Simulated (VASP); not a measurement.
Write the native input for VASP 6.6.1 that does the following.

| Property | Result |
| --- | --- |
| Task | single point |
| Functional | r2SCAN |
| Potentials or basis | VASP PAW PBE potentials, release 64 (Ag, Cl) |
| Cutoff | 520 eV |
| k mesh | 6 × 6 × 6 |
| Occupations | gaussian, width 0.01 eV |
| Spin | no spin polarisation |
| Dipole correction | no |
| Further INCAR settings | ALGO = Normal; EDIFF = 1e-06; NBANDS = 16 |

AgCl:

```
Ag Cl
1.0
     3.39559    0.00000    0.00000
     0.00000    3.39559    0.00000
     0.00000    0.00000    3.39559
Ag Cl
1 1
Direct
  0.00000 0.00000 0.00000
  0.50000 0.50000 0.50000
```

The input as run:

POSCAR

```
AgCl
1.0
    3.3955880382      0.0000000000      0.0000000000
    0.0000000000      3.3955880382      0.0000000000
    0.0000000000      0.0000000000      3.3955880382
Ag Cl
1 1
Direct
    0.0000000000      0.0000000000      0.0000000000
    0.5000000000      0.5000000000      0.5000000000
```

INCAR.step1

```
ALGO = Normal
EDIFF = 1E-4
ENCUT = 520
GGA = PE
ISMEAR = 0
LASPH = T
LCHARG = F
LREAL = F
LWAVE = T
NBANDS = 16
NELM = 60
PREC = Accurate
SIGMA = 0.01
```

INCAR.step2

```
ALGO = Normal
EDIFF = 1E-6
ENCUT = 520
ISIF = 2
ISMEAR = 0
ISTART = 1
LASPH = T
LCHARG = F
LMIXTAU = T
LREAL = F
LWAVE = F
METAGGA = R2SCAN
NBANDS = 16
NELM = 60
PREC = Accurate
SIGMA = 0.01
```

KPOINTS

```
k-points
0
Gamma
  6 6 6
```

Potentials or basis: VASP PAW PBE potentials, release 64 (Ag, Cl).

Launch:

```sh
$ cat potpaw_PBE.64/Ag/POTCAR potpaw_PBE.64/Cl/POTCAR > POTCAR
$ cp INCAR.step1 INCAR
$ mpirun -np 1 vasp_std > vasp.out
$ cp INCAR.step2 INCAR
$ mpirun -np 1 vasp_std > vasp.out
```

Results of the run:

- Pressure: -0.1 GPa
- Band gap on the k mesh: 1.19 eV (least direct gap 2.86 eV)

Caveat: the PAW data sets were made with another functional, which shifts forces and pressure a little.

Run time: 96 s on 1 thread of Intel Xeon 8259CL (shared host), peak memory 0.17 GiB.
